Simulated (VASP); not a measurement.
AlN: single point with PBE

AlN:

```
Al N
1.0
     2.20159   -2.20159    0.00000
     2.20159    0.00000   -2.20159
     9.68698    7.92571    8.80635
Al N
6 6
Direct
  0.84168 0.00000 0.39580
  0.24168 0.33333 0.22913
  0.44168 0.66667 0.56247
  0.64168 0.00000 0.89580
  0.04168 0.33333 0.72913
  0.64168 0.66667 0.06247
  0.49168 0.66667 0.43747
  0.89168 0.00000 0.27080
  0.09168 0.33333 0.60413
  0.29168 0.66667 0.93747
  0.69168 0.00000 0.77080
  0.29168 0.33333 0.10413
```

```json
{
 "Program": "VASP 6.6.1",
 "Task": "single point",
 "Functional": "PBE",
 "Potentials or basis": "VASP PAW PBE potentials, release 64 (Al, N)",
 "Cutoff": "520 eV",
 "k mesh": "8 × 8 × 2",
 "Occupations": "gaussian, width 0.05 eV",
 "Spin": "no spin polarisation",
 "Dipole correction": "no",
 "Further INCAR settings": "ALGO = Normal; EDIFF = 1e-06; NBANDS = 36"
}
```

The pressure is -1.3 GPa, the largest force is 1.074 eV/Å and the band gap on the k mesh is 2.97 eV, indirect (least direct gap 3.19 eV).

Forces in eV/Å, atoms in the order of the input:
```
Al   0.031  0.035  0.034
Al   0.041  0.068  0.153
Al   0.033  0.034  0.034
Al  -0.212 -0.290 -0.723
Al   0.033  0.041  0.045
Al  -0.780  0.293  0.041
N   -0.033 -0.033 -0.031
N   -0.038 -0.021 -0.028
N   -0.031 -0.036 -0.034
N    1.054 -0.092 -0.184
N   -0.026 -0.088 -0.039
N   -0.072  0.089  0.734
```

Stress tensor (GPa, compression positive):
```
-5.36  1.98 -0.08
 1.98 -2.12  2.96
-0.08  2.96  3.53
```

Levels at points of the mesh, in eV from the valence-band top:
```tsv
k point	band 21	band 22	band 23	band 24	band 25	band 26	band 27	band 28
(0.00, 0.00, 0.00)	-0.40	-0.33	-0.28	0.00	3.34	4.70	5.08	6.26
(0.50, 0.00, 0.00)	-1.27	-1.13	-0.86	-0.22	2.97	4.04	4.24	5.96
(0.50, 0.50, 0.00)	-1.16	-1.03	-0.84	-0.63	3.17	3.91	4.57	5.50
(0.00, 0.50, 0.00)	-1.46	-1.04	-0.89	-0.43	2.98	4.05	4.43	5.19
(0.00, 0.00, 0.50)	-0.45	-0.35	-0.31	-0.20	3.63	4.16	5.61	5.88
(0.50, 0.00, 0.50)	-1.13	-1.05	-0.87	-0.27	3.29	3.31	5.02	5.34
(0.50, 0.50, 0.50)	-1.30	-1.07	-0.86	-0.61	3.29	3.71	4.71	5.59
(0.00, 0.50, 0.50)	-1.19	-1.13	-0.85	-0.56	3.35	3.40	4.67	5.64
```

Run time: 7.5 min on 1 thread of Oxide Virtual Turin-like Processor, with other jobs on the host, peak memory 0.34 GiB.

Caveat: forces of over 1 eV/Å act on the atoms, so gaps and moduli don't describe the material at rest. Expect the measured gap to be larger: semilocal functionals such as PBE lack the derivative discontinuity.
